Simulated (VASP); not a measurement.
Input of a VASP 6.6.1 run:

POSCAR

```
BeS
1.0
    2.4585667435      2.4585667435      0.0000000000
   -2.4585667435      2.4585667435      0.0000000000
    0.0000000000      2.4585667435      2.4196191515
Be S
1 1
Direct
    0.0000000000      0.0000000000      0.0000000000
    0.7500000000      0.2500000000      0.5000000000
```

INCAR.step1

```
PREC = Accurate
ENCUT = 520
ISMEAR = 0
SIGMA = 0.01
LREAL = F
LASPH = T
NELM = 80
NBANDS = 11
GGA = PE
ALGO = Normal
EDIFF = 1E-4
LWAVE = T
LCHARG = F
```

INCAR.step2

```
PREC = Accurate
ENCUT = 520
EDIFF = 1E-6
ISMEAR = 0
SIGMA = 0.01
LREAL = F
LASPH = T
NELM = 80
ALGO = Normal
ISIF = 2
LWAVE = F
LCHARG = F
METAGGA = R2SCAN
LMIXTAU = T
NBANDS = 11
ISTART = 1
```

File KPOINTS:

```
regular mesh
0
Gamma
  8 8 8
```

Potentials or basis: VASP PAW PBE potentials, release 64 (Be, S).

The run is started by

```sh
$ cat potpaw_PBE.64/Be/POTCAR potpaw_PBE.64/S/POTCAR > POTCAR
$ cp INCAR.step1 INCAR
$ mpirun -np 1 vasp_std > vasp.out
$ cp INCAR.step2 INCAR
$ mpirun -np 1 vasp_std > vasp.out
```

(1) What does it give for the band gap on the k mesh?

(2) Predict the pressure.

Answers

(1) 3.49 eV (least direct gap 6.21 eV).

(2) -1.1 GPa.

Caveat: the cell differs from its parent crystal (in-plane strain +0.01); the PAW data sets were made with another functional, which shifts forces and pressure a little.
